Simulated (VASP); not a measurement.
Set up this calculation in VASP 6.6.1, as the native input.

| Property | Result |
| --- | --- |
| Task | single point |
| Functional | PBEsol |
| Potentials or basis | VASP PAW PBE potentials, release 64 (Ni_sv_GW) |
| Cutoff | 590 eV |
| k mesh | 10 × 10 × 6 |
| Occupations | fermi-dirac, width 0.05 eV |
| Spin | collinear spin, ferromagnetic start |
| Starting moments | [1.0, 1.0] μB |
| Fixed moment | 2 μB |
| Dipole correction | no |
| Second run | valence_matched |
| Further INCAR settings | ALGO = Normal; EDIFF = 1e-06; NBANDS = 29 |

The structure of Ni lies in POSCAR:

```
Ni
1.0
    2.4480228978      0.0000000000      0.0000000000
   -1.2240114489      2.1200500186      0.0000000000
    0.0000000000      0.0000000000      4.0728075700
Ni
2
Direct
    0.6666666667      0.3333333333      0.7500000000
    0.3333333333      0.6666666667      0.2500000000
```

The input as run:

INCAR

```
SYSTEM = Ni
ALGO = Normal ; EDIFF = 1E-6
ENCUT = 590 ; GGA = PS
GGA_COMPAT = .False. ; ISIF = 2
ISMEAR = -1 ; ISPIN = 2
LASPH = .True. ; LCHARG = .False.
LMAXMIX = 4 ; LORBIT = 11
LREAL = .False. ; LWAVE = .False.
MAGMOM = 1 1 ; NBANDS = 29
NELM = 200 ; NUPDOWN = 2.0
PREC = Accurate ; SIGMA = 0.05
```

KPOINTS

```
k-points
0
Gamma
  10 10 6
  0 0 0
```

Potentials or basis: VASP PAW PBE potentials, release 64 (Ni_sv_GW).

Launch:

```sh
$ cat potpaw_PBE.64/Ni_sv_GW/POTCAR > POTCAR
$ mpirun -np 1 vasp_std > vasp.out
```

Results of the run:

```yaml
Pressure: -3.9 GPa
Net_moment: 2.00 μB per cell
Site_moments: Ni +1.01 μB
Valence_electrons_inside_the_program's_atomic_spheres: Ni 16.37
```

Caveat: the PAW data sets were made with another functional, which shifts forces and pressure a little; the total moment is fixed, so each spin has its own Fermi level.

Run time: 45 s on 1 thread of Intel(R) Xeon(R) 6975P-C (Granite Rapids) (shared host), peak memory 0.2 GiB.
